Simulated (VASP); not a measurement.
# Si (P1) in VASP: notebook

The runs below take Si through single point, with LDA.

All numbers are computed with VASP 6.6.1; they aren't measurements. Logs are shortened: lines on timing, memory, paths and dates and some standing lists are left out, and cuts for length are marked.

## Step 1: The cell of the first run

The typed cell holds 4 atoms: a = 5.043 Å, b = 5.043 Å, c = 5.043 Å, α = 98.23°, β = 98.23°, γ = 135.53°.

## Step 2: Single point, LDA (atoms displaced along several vibrational modes)

Input file INCAR:

```
SYSTEM = Si
PREC = Accurate
ENCUT = 520
EDIFF = 1E-6
ISMEAR = 0
SIGMA = 0.03
LREAL = .False.
LASPH = .True.
NELM = 100
ALGO = Normal
ISIF = 2
LWAVE = .False.
LCHARG = .False.
NBANDS = 16
```

Input file KPOINTS:

```
Automatic mesh
0
Gamma
  10 10 10
  0 0 0
```

Input file POSCAR:

```
Si
1.0
   -3.3010168807      3.3010168807      1.9082539665
    3.3010168807     -3.3010168807      1.9082539665
    3.3010168807      3.3010168807     -1.9082539665
Si
4
Direct
    0.1540361511      0.1631242597      0.3486027666
    0.8277876316      0.8368757403      0.6332210162
    0.1879335462      0.8211545624      0.0090881086
    0.8302426710      0.1788454376      0.0090881086
```

Potentials or basis: VASP PAW LDA potentials, release 64 (Si).

On the command line:

```console
cat potpaw_LDA.64/Si/POTCAR > POTCAR
mpirun -np 1 vasp_std > vasp.out
```

OUTCAR:

```text
SYSTEM = Si
   PREC = Accurate
   ENCUT = 520
   EDIFF = 1E-6
   ISMEAR = 0
   LREAL = .False.
   LASPH = .True.
   NELM = 100
   ISIF = 2

 ion  position               nearest neighbor table
   1  0.154  0.163  0.349-   2 2.23   4 2.24   3 2.37   2 2.42
   2  0.828  0.837  0.633-   1 2.23   4 2.37   1 2.42   3 2.48
   3  0.188  0.821  0.009-   4 2.33   4 2.33   1 2.37   2 2.48
   4  0.830  0.179  0.009-   1 2.24   3 2.33   3 2.33   2 2.37

  LATTYP: Found a body centered tetragonal cell.
 ALAT       =     6.6020337614
 C/A-ratio  =     0.5780806447

  Lattice vectors:

 A1 = (  -3.3010168807,   3.3010168807,   1.9082539665)
 A2 = (   3.3010168807,  -3.3010168807,   1.9082539665)
 A3 = (   3.3010168807,   3.3010168807,  -1.9082539665)

Analysis of symmetry for initial positions (statically):
=====================================================================
 Subroutine PRICEL returns:
 Original cell was already a primitive cell.

 Routine SETGRP: Setting up the symmetry group for a
 body centered tetragonal supercell.

 Subroutine GETGRP returns: Found  1 space group operations
 (whereof  1 operations were pure point group operations)
 out of a pool of 16 trial point group operations.

The static configuration has the point symmetry C_1 .

Analysis of symmetry for dynamics (positions and initial velocities):
=====================================================================
 Subroutine PRICEL returns:
 Original cell was already a primitive cell.

 Routine SETGRP: Setting up the symmetry group for a
 body centered tetragonal supercell.

 Subroutine GETGRP returns: Found  1 space group operations
 (whereof  1 operations were pure point group operations)
 out of a pool of 16 trial point group operations.

The dynamic configuration has the point symmetry C_1 .

 Subroutine INISYM returns: Found  1 space group operations
 (whereof  1 operations are pure point group operations),
 and found     1 'primitive' translations

----------------------------------------------------------------------------------------

                                     Primitive cell

  volume of cell :      83.1748

  direct lattice vectors                    reciprocal lattice vectors
    -3.301016881  3.301016881  1.908253967     0.000000000  0.151468477  0.262019631
     3.301016881 -3.301016881  1.908253967     0.151468477  0.000000000  0.262019631
     3.301016881  3.301016881 -1.908253967     0.151468477  0.151468477  0.000000000

  length of vectors
     5.043298335  5.043298335  5.043298335     0.302649941  0.302649941  0.214208775

[... 83 lines left out ...]
   NELM   =    100;   NELMIN=  2; NELMDL= -5     # of ELM steps
   EDIFF  = 0.1E-05   stopping-criterion for ELM
   LREAL  =      F    real-space projection
   EDIFFG = 0.1E-04   stopping-criterion for IOM
   NSW    =      0    number of steps for IOM
   IBRION =     -1    ionic relax: 0-MD 1-quasi-New 2-CG
   NFREE  =      0    steps in history (QN), initial steepest desc. (CG)
   ISIF   =      2    stress and relaxation
   ISYM   =      2    0-nonsym 1-usesym 2-fastsym
   POTIM  = 0.5000    time-step for ionic-motion
   TEBEG  =    0.0;   TEEND  =   0.0 temperature during run
   PSTRESS=    0.0 pullay stress
   NELECT =      16.0000    total number of electrons
   NUPDOWN=      -1.0000    fix difference up-down
   EMIN   =  10.00;   EMAX   =-10.00  energy-range for DOS
   EFERMI =   0.00;   METHOD = LEGACY
   ISMEAR =     0;   SIGMA  =   0.03  broadening in eV -4-tet -1-fermi 0-gaus
   EFERMI_NEDOS =   21; number of points for ismear=-14 and -15
   IALGO  =     38    algorithm
   IMIX   =      4    mixing-type and parameters
     AMIX     =   0.40;   BMIX     =  1.00
     AMIX_MAG =   1.60;   BMIX_MAG =  1.00
  volume/ion in A,a.u.               =      20.79       140.32
  Fermi-wavevector in a.u.,A,eV,Ry     =   0.945042  1.785870 12.151413  0.893104
  Thomas-Fermi vector in A             =   2.072905
   LORBIT       =      0    0 simple, 1 ext, 2 COOP (PROOUT), +10 PAW based schemes
   GGA     = CA    functional components
   LHFCALC =     F    Hartree Fock is set to
   AEXX    =    0.0000 exact exchange contribution
   IVDW    =     0    specifies the selected vdW correction
   LEPSILON=     F    determine dielectric tensor
   LRPA    =     F    only Hartree local field effects (RPA)
 non-spin polarized calculation
 Gauss-broadening in eV      SIGMA  =   0.03
  energy-cutoff  :      520.00
  volume of cell :       83.17
 maximum number of plane-waves:      2260
 NGX is ok and might be reduce to    40
   NGX = 19   NGY = 19   NGZ = 19

 number of electron      16.0000000 magnetization

 Free energy of the ion-electron system (eV)
  ---------------------------------------------------
  ext. energy  EPLUGINS =         0.00000000
  ---------------------------------------------------
  free energy    TOTEN  =       -23.17071184 eV

  energy without entropy =      -23.17065013  energy(sigma->0) =      -23.17068098

 E-fermi :   5.7284     XC(G=0):  -9.3870

 val. band max:        5.6805860118   @ k =   0.4000  -0.4000   0.5000
 cond. band min:       5.7432586698   @ k =  -0.2000  -0.1000   0.2000
 fundamental gap:      0.0626726581
 Fermi energy:         5.7284203101

 k-point     1 :       0.0000    0.0000    0.0000
  band No.  band energies     occupation
      1      -6.6250      2.00000
      2      -2.3017      2.00000
      3      -0.0744      2.00000
      4      -0.0243      2.00000
      5       1.7061      2.00000
      6       4.0518      2.00000
[... 433 lines left out ...]
      3      -0.1962      2.00000
      4      -0.0376      2.00000
      5       1.8747      2.00000
      6       2.5634      2.00000
[... 8 lines left out ...]
     15      10.1809      0.00000
     16      12.9654      0.00000

 [... further k-points ...]
[... 5 lines left out ...]
  --------------------------------------------------------------------------------------
  -------------------------------------------------------------------------------------
  Total        0.0436924      1.0327216      0.3278390      0.1211349     -0.9546511     -0.9269008
  in kB        0.8416377     19.8930873      6.3150902      2.3333944    -18.3892331    -17.8546850
  external PRESSURE =       9.0166051 kB  Pullay stress =       0.0000000 kB

 VOLUME and BASIS-vectors are now :
 -----------------------------------------------------------------------------
  energy-cutoff  :      520.00
  volume of cell :       83.17
      direct lattice vectors                 reciprocal lattice vectors
    -3.301016881  3.301016881  1.908253967     0.000000000  0.151468477  0.262019631
     3.301016881 -3.301016881  1.908253967     0.151468477  0.000000000  0.262019631
     3.301016881  3.301016881 -1.908253967     0.151468477  0.151468477  0.000000000

 POSITION                                       TOTAL-FORCE (eV/Angst)
 -----------------------------------------------------------------------------------
      1.18074      1.12074     -0.06000        -0.192646      1.067271      1.509648
      2.12027      2.06027      1.96825         0.190753      0.952669     -1.541243
      2.12027     -2.06027      1.90825         0.031535     -0.791586      0.006872
     -2.12027      2.18027      1.90825        -0.029642     -1.228354      0.024724
 -----------------------------------------------------------------------------------
    total drift:                                0.000210      0.000001      0.000021

  FREE ENERGIE OF THE ION-ELECTRON SYSTEM (eV)
  ---------------------------------------------------
  free  energy   TOTEN  =       -23.1707118354 eV

  energy  without entropy=      -23.1706501339  energy(sigma->0) =      -23.17068098
```

OSZICAR:

```text
N       E                     dE             d eps       ncg     rms          rms(c)
DAV:   1     0.239945908840E+02    0.23995E+02   -0.58816E+03 16128   0.813E+02
DAV:   2    -0.218854749242E+02   -0.45880E+02   -0.41243E+02 21856   0.119E+02
DAV:   3    -0.237923435747E+02   -0.19069E+01   -0.18909E+01 22184   0.229E+01
DAV:   4    -0.238177413392E+02   -0.25398E-01   -0.25393E-01 20208   0.341E+00
DAV:   5    -0.238182698298E+02   -0.52849E-03   -0.52847E-03 22616   0.468E-01    0.728E+00
DAV:   6    -0.233566561639E+02    0.46161E+00   -0.22775E-01 18912   0.237E+00    0.433E+00
DAV:   7    -0.231708064652E+02    0.18585E+00   -0.35458E-01 20600   0.285E+00    0.518E-01
DAV:   8    -0.231705054377E+02    0.30103E-03   -0.33840E-02 19480   0.106E+00    0.271E-01
DAV:   9    -0.231707041440E+02   -0.19871E-03   -0.16861E-03 22496   0.238E-01    0.963E-02
DAV:  10    -0.231707064895E+02   -0.23455E-05   -0.25377E-04 20200   0.831E-02    0.417E-02
DAV:  11    -0.231707123286E+02   -0.58391E-05   -0.22692E-05 21464   0.278E-02    0.131E-02
DAV:  12    -0.231707118354E+02    0.49314E-06   -0.46786E-06 20632   0.121E-02
   1 F= -.23170712E+02 E0= -.23170681E+02  d E =-.617015E-04
```

Wall time 5 min (1 thread of AMD EPYC 9R45 (Zen 5), shared host); peak memory 0.52 GiB.

What came out:

```yaml
Free_energy: -23.1707 eV
Pressure: 0.9 GPa
Largest_force: 1.859 eV/Å
Band_gap_on_the_k_mesh: zero (bands 8 and 9 overlap by 0.02 eV)
```

Forces on the atoms (eV/Å):
```
Si  -0.193  1.067  1.510
Si   0.191  0.953 -1.541
Si   0.032 -0.792  0.007
Si  -0.030 -1.228  0.025
```

Stress tensor (GPa, compression positive):
```
 0.08  0.23 -1.79
 0.23  1.99 -1.84
-1.79 -1.84  0.63
```

Levels at points of the mesh, in eV from the Fermi level:
```csv
k point,band 5,band 6,band 7,band 8,band 9,band 10,band 11,band 12
"(0.00, 0.00, 0.00)",-4.02,-1.68,-1.60,-0.65,1.17,1.39,1.41,2.06
"(0.50, 0.00, 0.00)",-4.63,-3.84,-2.54,-1.48,0.42,2.34,2.97,3.18
"(0.50, 0.00, 0.50)",-4.53,-3.66,-2.57,-1.66,0.71,2.07,2.57,3.30
"(0.00, 0.50, 0.50)",-4.52,-3.60,-2.66,-1.61,0.66,2.10,2.60,3.23
"(0.00, 0.50, 0.00)",-4.64,-3.89,-2.46,-1.51,0.45,2.32,2.96,3.26
"(0.50, 0.50, 0.00)",-3.03,-2.23,-2.08,-1.69,1.33,1.68,1.69,3.84
"(0.00, 0.00, 0.50)",-3.04,-2.38,-1.92,-1.71,1.29,1.67,1.74,3.80
"(0.50, 0.50, 0.50)",-3.13,-0.55,-0.17,0.03,0.18,3.16,3.29,3.73
```

Caveat: the cell differs from its parent crystal (atoms displaced along several vibrational modes); semilocal functionals underestimate gaps, and a narrow one can read as zero; forces of over 1 eV/Å act on the atoms, so gaps and moduli don't describe the material at rest.

## Step 3: Single point, LDA (atoms displaced along several vibrational modes)

INCAR: that of step 2 with these lines changed.

```diff
@@ -9,3 +9,3 @@
 NELM = 100
-ALGO = Normal
+ALGO = Fast
 ISIF = 2
```

KPOINTS is that of step 2.

POSCAR is that of step 2.

Potentials or basis: VASP PAW LDA potentials, release 64 (Si).

On the command line:

```console
cat potpaw_LDA.64/Si/POTCAR > POTCAR
mpirun -np 1 vasp_std > vasp.out
```

OUTCAR:

```text
SYSTEM = Si
   PREC = Accurate
   ENCUT = 520
   EDIFF = 1E-6
   ISMEAR = 0
   LREAL = .False.
   LASPH = .True.
   NELM = 100
   ISIF = 2

 ion  position               nearest neighbor table
   1  0.154  0.163  0.349-   2 2.23   4 2.24   3 2.37   2 2.42
   2  0.828  0.837  0.633-   1 2.23   4 2.37   1 2.42   3 2.48
   3  0.188  0.821  0.009-   4 2.33   4 2.33   1 2.37   2 2.48
   4  0.830  0.179  0.009-   1 2.24   3 2.33   3 2.33   2 2.37

  LATTYP: Found a body centered tetragonal cell.
 ALAT       =     6.6020337614
 C/A-ratio  =     0.5780806447

  Lattice vectors:

 A1 = (  -3.3010168807,   3.3010168807,   1.9082539665)
 A2 = (   3.3010168807,  -3.3010168807,   1.9082539665)
 A3 = (   3.3010168807,   3.3010168807,  -1.9082539665)

Analysis of symmetry for initial positions (statically):
=====================================================================
 Subroutine PRICEL returns:
 Original cell was already a primitive cell.

 Routine SETGRP: Setting up the symmetry group for a
 body centered tetragonal supercell.

 Subroutine GETGRP returns: Found  1 space group operations
 (whereof  1 operations were pure point group operations)
 out of a pool of 16 trial point group operations.

[... 167 lines left out ...]

 E-fermi :   5.7286     XC(G=0):  -9.3867

 val. band max:        5.6810008121   @ k =   0.4000  -0.4000   0.5000
 cond. band min:       5.7433853293   @ k =  -0.2000  -0.1000   0.2000
 fundamental gap:      0.0623845172
 Fermi energy:         5.7285846464

 k-point     1 :       0.0000    0.0000    0.0000
  band No.  band energies     occupation
      1      -6.6248      2.00000
      2      -2.3012      2.00000
      3      -0.0743      2.00000
      4      -0.0242      2.00000
      5       1.7060      2.00000
      6       4.0522      2.00000
[... 433 lines left out ...]
      3      -0.1961      2.00000
      4      -0.0374      2.00000
      5       1.8747      2.00000
      6       2.5638      2.00000
[... 8 lines left out ...]
     15      10.1814      0.00000
     16      12.9655      0.00000

 [... further k-points ...]
[... 5 lines left out ...]
  --------------------------------------------------------------------------------------
  -------------------------------------------------------------------------------------
  Total        0.0399252      1.0281839      0.3297916      0.1209592     -0.9528529     -0.9251817
  in kB        0.7690698     19.8056779      6.3527034      2.3300097    -18.3545951    -17.8215709
  external PRESSURE =       8.9758170 kB  Pullay stress =       0.0000000 kB

 VOLUME and BASIS-vectors are now :
 -----------------------------------------------------------------------------
  energy-cutoff  :      520.00
  volume of cell :       83.17
      direct lattice vectors                 reciprocal lattice vectors
    -3.301016881  3.301016881  1.908253967     0.000000000  0.151468477  0.262019631
     3.301016881 -3.301016881  1.908253967     0.151468477  0.000000000  0.262019631
     3.301016881  3.301016881 -1.908253967     0.151468477  0.151468477  0.000000000

 POSITION                                       TOTAL-FORCE (eV/Angst)
 -----------------------------------------------------------------------------------
      1.18074      1.12074     -0.06000        -0.192797      1.066673      1.509276
      2.12027      2.06027      1.96825         0.190902      0.952605     -1.540870
      2.12027     -2.06027      1.90825         0.031744     -0.791581      0.006871
     -2.12027      2.18027      1.90825        -0.029849     -1.227697      0.024723
 -----------------------------------------------------------------------------------
    total drift:                                0.000035     -0.000007     -0.000024

  FREE ENERGIE OF THE ION-ELECTRON SYSTEM (eV)
  ---------------------------------------------------
  free  energy   TOTEN  =       -23.1707120323 eV

  energy  without entropy=      -23.1706502853  energy(sigma->0) =      -23.17068116
```

stdout:

```text
POSCAR found type information on POSCAR Si
 POSCAR found :  1 types and       4 ions
 scaLAPACK will be used
 LDA part: xc-table for (Slater(with rela. corr.)+CA(PZ))
 , standard interpolation
 POSCAR, INCAR and KPOINTS ok, starting setup
 FFT: planning ... GRIDC
 FFT: planning ... GRID_SOFT
 FFT: planning ... GRID
 WAVECAR not read
 entering main loop
```

Run time: 24 min. Hardware: 1 thread of Oxide Virtual Turin-like, shared host; peak memory 0.51 GiB.

Results:

| Item | Value |
| --- | --- |
| Free energy | -23.1707 eV |
| Pressure | 0.9 GPa |
| Largest force | 1.858 eV/Å |
| Band gap on the k mesh | zero (bands 8 and 9 overlap by 0.02 eV) |

Forces in eV/Å, atoms in the order of the input:
```
Si  -0.193  1.067  1.509
Si   0.191  0.953 -1.541
Si   0.032 -0.792  0.007
Si  -0.030 -1.228  0.025
```

Levels at points of the mesh, in eV from the Fermi level:
```csv
k point,band 4,band 5,band 6,band 7,band 8,band 9,band 10,band 11,band 12,band 13
"(0.00, 0.00, 0.00)",-5.75,-4.02,-1.68,-1.60,-0.65,1.17,1.39,1.41,2.06,2.16
"(0.50, 0.00, 0.00)",-6.57,-4.63,-3.84,-2.54,-1.48,0.42,2.34,2.97,3.18,3.99
"(0.50, 0.00, 0.50)",-6.11,-4.53,-3.66,-2.57,-1.66,0.71,2.07,2.57,3.30,4.11
"(0.00, 0.50, 0.50)",-6.12,-4.52,-3.60,-2.66,-1.61,0.66,2.10,2.60,3.23,4.27
"(0.00, 0.50, 0.00)",-6.56,-4.64,-3.89,-2.46,-1.51,0.45,2.32,2.96,3.26,3.85
"(0.50, 0.50, 0.00)",-5.09,-3.03,-2.23,-2.08,-1.69,1.33,1.68,1.69,3.84,4.18
"(0.00, 0.00, 0.50)",-5.09,-3.04,-2.38,-1.92,-1.71,1.29,1.67,1.74,3.80,4.16
"(0.50, 0.50, 0.50)",-5.30,-3.13,-0.55,-0.17,0.03,0.18,3.16,3.29,3.73,4.36
```

Caveat: the cell differs from its parent crystal (atoms displaced along several vibrational modes); semilocal functionals underestimate gaps, and a narrow one can read as zero; forces of over 1 eV/Å act on the atoms, so gaps and moduli don't describe the material at rest.

The gap in the log of VASP goes by the Fermi energy; the results here count the filled bands.